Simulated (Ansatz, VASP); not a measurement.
NiSb: VASP beside Ansatz

```
CELL_PARAMETERS angstrom
3.92800 0.00000 0.00000
-1.96400 3.40175 0.00000
0.00000 0.00000 5.12000
ATOMIC_POSITIONS crystal
Sb 0.66667 0.33333 0.75000
Sb 0.33333 0.66667 0.25000
Ni 0.00000 0.00000 0.50000
Ni 0.00000 0.00000 0.00000
```

Alike in both runs: task single point; functional PBE; k mesh 7 × 7 × 5; occupations fermi-dirac, width 0.05 eV; collinear spin; fixed moment 1.5 μB.

|  | VASP | Ansatz |
| --- | --- | --- |
| version | VASP 6.6.1 | Ansatz 0.2.0 |
| potentials or method | VASP PAW PBE potentials, release 64 (Sb, Ni) | Ansatz PAW |
| plane-wave cutoff (eV) | 520 | 420 |
| valence electrons in the cell | 30 | 66 |

```tsv
	VASP	Ansatz	Ansatz less VASP
pressure (GPa)	6.2	6.3	+0.13
traceless stress, the component that is largest in VASP (GPa)	-1.19	-1.28	-0.088
net moment per atom (μB)	0.38	0.38	0.000
size of the moment on the site where the two differ most (μB)	0.13	0.11	-0.020
```

Site moments also hang on the region over which each program counts them. With one functional, cell and mesh, what is left measures potentials, basis and numerics. VASP's potentials hold 30 valence electrons a cell and Ansatz's 66, so a difference there can come from the potentials and not from the codes.

Spin-orbit coupling is off throughout.
